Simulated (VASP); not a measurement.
Write the native input for VASP 6.6.1 that does the following.

| Property | Result |
| --- | --- |
| Task | single point |
| Functional | PBEsol |
| Potentials or basis | VASP PAW PBE potentials, release 64 (Ba_sv, O) |
| Cutoff | 600 eV |
| k mesh | 8 × 8 × 8 |
| Occupations | gaussian, width 0.02 eV |
| Spin | no spin polarisation |
| Dipole correction | no |
| Further INCAR settings | ALGO = Normal; EDIFF = 1e-06; NBANDS = 15 |

The structure of BaO (e600) lies in POSCAR:

```
BaO
1.0
    0.0000000000      2.7176118866      2.7176118866
    2.7176118866      0.0000000000      2.7176118866
    2.7176118866      2.7176118866      0.0000000000
Ba O
1 1
Direct
    0.0000000000      0.0000000000      0.0000000000
    0.5000000000      0.5000000000      0.5000000000
```

This cell differs from its parent crystal: strained cell.

The input as run:

INCAR

```
SYSTEM = BaO
ALGO = Normal ; EDIFF = 1E-6
ENCUT = 600 ; GGA = PS
GGA_COMPAT = .False. ; ISIF = 2
ISMEAR = 0 ; LASPH = .True.
LCHARG = .False. ; LREAL = .False.
LWAVE = .False. ; NBANDS = 15
NELM = 120 ; PREC = Accurate
SIGMA = 0.02
```

KPOINTS

```
k-points
0
Gamma
  8 8 8
  0 0 0
```

Potentials or basis: VASP PAW PBE potentials, release 64 (Ba_sv, O).

Command:

```bash
$ cat potpaw_PBE.64/Ba_sv/POTCAR potpaw_PBE.64/O/POTCAR > POTCAR
$ mpirun -np 1 vasp_std > vasp.out
```

Results of the run:

- Pressure: 4.6 GPa
- Band gap on the k mesh: 1.65 eV, direct

Caveat: the cell differs from its parent crystal (strained cell); the PAW data sets were made with another functional, which shifts forces and pressure a little; spin-orbit coupling is left out, which moves the levels of the heavy elements.

It took 14 s on 1 thread of Intel(R) Xeon(R) Platinum 8375C CPU @ 2.90GHz (Ice Lake), on a shared host, peak memory 0.18 GiB.
